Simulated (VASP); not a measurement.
Here is a VASP 6.6.1 calculation.

File POSCAR:

```
Zn
1.0
    0.0000000000      2.6657071200      2.6657071200
    2.6657071200      0.0000000000      2.6657071200
    2.6657071200      2.6657071200      0.0000000000
Zn
2
Direct
   -0.2825000000     -0.0725000000     -0.0725000000
    0.2825000000      0.0725000000      0.0725000000
```

INCAR.step1

```
PREC = Accurate
ENCUT = 520
ISMEAR = -1
SIGMA = 0.05
LREAL = False
LASPH = True
NELM = 100
NBANDS = 19
GGA = PE
ALGO = Normal
EDIFF = 1E-4
LWAVE = True
LCHARG = False
```

Contents of INCAR.step2:

```
PREC = Accurate
ENCUT = 520
EDIFF = 1E-7
ISMEAR = -1
SIGMA = 0.05
LREAL = False
LASPH = True
NELM = 100
ALGO = Normal
ISIF = 2
LWAVE = False
LCHARG = False
METAGGA = R2SCAN
LMIXTAU = True
NBANDS = 19
ISTART = 1
```

File KPOINTS:

```
Automatic mesh
0
Gamma
  10 10 10
```

Potentials or basis: VASP PAW PBE potentials, release 64 (Zn).

Run with:

```bash
$ cat potpaw_PBE.64/Zn/POTCAR > POTCAR
$ cp INCAR.step1 INCAR
$ mpirun -np 1 vasp_std > vasp.out
$ cp INCAR.step2 INCAR
$ mpirun -np 1 vasp_std > vasp.out
```

Problem. What does it give for the largest force?

Solution. 90.492 eV/Å.

Problem. What does it give for the pressure?

Solution. 164.7 GPa.

Stress tensor (GPa, compression positive):
```
 164.69 -170.69 -170.69
-170.69  164.69  170.69
-170.69  170.69  164.69
```

Caveat: the cell differs from its parent crystal (shortest bond scaled by 0.58, source ansatz); atoms lie so close that the PAW spheres overlap strongly, which falsifies energies and pressures; the cell stands under pressure; the PAW data sets were made with another functional, which shifts forces and pressure a little.
